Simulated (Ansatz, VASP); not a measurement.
**Two plane-wave programs on SbMo2**

```xyz
3
Lattice="4.4669 0.0000 0.0000 -2.2335 3.8685 0.0000 0.0000 0.0000 3.2153" Properties=species:S:1:pos:R:3 pbc="T T T"
Sb    0.0000    0.0000    0.0000
Mo    0.0000    2.5790    1.6076
Mo    2.2335    1.2895    1.6076
```

Alike in both runs: functional PBE; k mesh 12 × 12 × 14; occupations gaussian, width 0.1 eV; no spin polarisation.

Ansatz relaxed the structure, and its values are those at the end. VASP's run is a single point on that final structure, the one shown.

|  | VASP | Ansatz |
| --- | --- | --- |
| version | VASP 6.6.1 | Ansatz 0.2.0 |
| potentials or method | VASP PAW PBE potentials, release 64 (Sb, Mo_sv), cutoff 520 eV | scalar-relativistic, plane waves, PAW |
| valence electrons in the cell | 33 | 43 |

Ansatz gave:

- gap on the k mesh at the Fermi level (eV): none
- pressure (GPa): 0.0

Problem. What did VASP give for the same quantities?

Solution. gap on the k mesh at the Fermi level (eV): none; pressure (GPa): 0.2.

A gap of «none» marks a metal or a gap that the smearing closes. VASP's potentials hold 33 valence electrons a cell and Ansatz's 43, so a difference there can come from the potentials and not from the codes.

Neither program's run includes spin-orbit coupling.
